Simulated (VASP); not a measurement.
NaI, 2 atoms in the cell. The structure is cubic, space group Fm-3m (No. 225). The conventional cell has a = 6.459 Å, b = 6.459 Å, c = 6.459 Å, α = 90.00°, β = 90.00°, γ = 90.00°. Within 4.2 Å of Na (site symmetry m-3m) lie 6 I at 3.23 Å. I (site symmetry m-3m) has 6 Na at 3.23 Å within 4.2 Å. 

```yaml
Program: VASP 6.6.1
Task: single point
Functional: PBE
Potentials_or_basis: VASP PAW PBE potentials, release 64 (Na_pv, I)
Cutoff: 520 eV
k_mesh: 6 × 6 × 6
Occupations: gaussian, width 0.01 eV
Spin: no spin polarisation
Dipole_correction: no
Further_INCAR_settings: ALGO = Normal; EDIFF = 1e-07; NBANDS = 14
```

Potentials or basis: VASP PAW PBE potentials, release 64 (Na_pv, I).

The run is started by

```console
$ cat potpaw_PBE.64/Na_pv/POTCAR potpaw_PBE.64/I/POTCAR > POTCAR
$ mpirun -np 1 vasp_std > vasp.out
```

Hardware: 1 thread of Intel Xeon 8259CL, on a shared host.

Question: How long does it take, and how much memory?

Answer: Run time: 31 s on 1 thread of Intel Xeon 8259CL, with other jobs on the host, peak memory 0.21 GiB. Counts: scf iterations 13, k points 16.
